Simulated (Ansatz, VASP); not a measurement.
**Two plane-wave programs on CdSe**

```
Cd Se
1.0
     4.38225    0.00000    0.00000
    -2.19113    3.79514    0.00000
     0.00000    0.00000   14.29889
Cd Se
4 4
Direct
  0.00000 0.00000 0.99980
  0.33333 0.66667 0.24996
  0.00000 0.00000 0.49980
  0.66667 0.33333 0.74996
  0.00000 0.00000 0.18750
  0.33333 0.66667 0.43774
  0.00000 0.00000 0.68750
  0.66667 0.33333 0.93774
```

Alike in both runs: task single point; functional r2SCAN; k mesh 6 × 6 × 2; no spin polarisation.

```csv
,VASP,Ansatz
version,VASP 6.6.1,Ansatz 0.2.0
potentials or method,"VASP PAW PBE potentials, release 64 (Cd, Se)","plane waves, PAW"
plane-wave cutoff (eV),520,500
occupations,"gaussian, width 0.01 eV",fixed
valence electrons in the cell,72,144
```

Ansatz gave:

```
gap on the k mesh at the Fermi level (eV) : 1.00
pressure (GPa)                            : -1.4
```

Question: Estimate VASP's values.

Answer: gap on the k mesh at the Fermi level (eV): 0.99; pressure (GPa): -1.2.

VASP's potentials were made for PBE, not for r2SCAN. VASP's potentials hold 72 valence electrons a cell and Ansatz's 144, so a difference there can come from the potentials and not from the codes.
